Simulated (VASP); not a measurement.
MnF2:

```
Mn F
1.0
     4.87340    0.00000    0.00000
     0.00000    4.87340    0.00000
     0.00000    0.00000    3.30990
Mn F
2 4
Direct
  0.00000 0.00000 0.00000
  0.50000 0.50000 0.50000
  0.30500 0.30500 0.00000
  0.19500 0.80500 0.50000
  0.69500 0.69500 0.00000
  0.80500 0.19500 0.50000
```

Base run:

```yaml
Program: VASP 6.6.1
Functional: LDA
Potentials_or_basis: VASP PAW LDA potentials, release 64 (Mn_pv, F)
Cutoff: 520 eV
k_mesh: 4 × 4 × 6
Occupations: gaussian, width 0.05 eV
Spin: collinear spin, ferromagnetic start
Starting_moments: "[5.0, 5.0, 0.0, 0.0, 0.0, 0.0] μB"
Hubbard_terms: Mn d U = 4.0 eV
```

Its results: band gap on the k mesh 2.11 eV; pressure -4.4 GPa; largest force 0.047 eV/Å.

Task: The run is repeated on the same cell with these changes: spin from collinear spin, ferromagnetic start to no spin polarisation; further incar settings from ALGO = Normal; EDIFF = 1e-07; NBANDS = 40 to ALGO = Normal; EDIFF = 1e-07; NBANDS = 36. What comes out?

Result: Band gap on the k mesh zero (bands 27 and 28 overlap by 0.27 eV); pressure -21.6 GPa; largest force 0.161 eV/Å.

Caveats: the cell stands under tension; the run started ferromagnetic, and an antiferromagnetic order may lie lower in energy (at least some runs); U without spin polarisation on a metal has little footing (at least some runs).

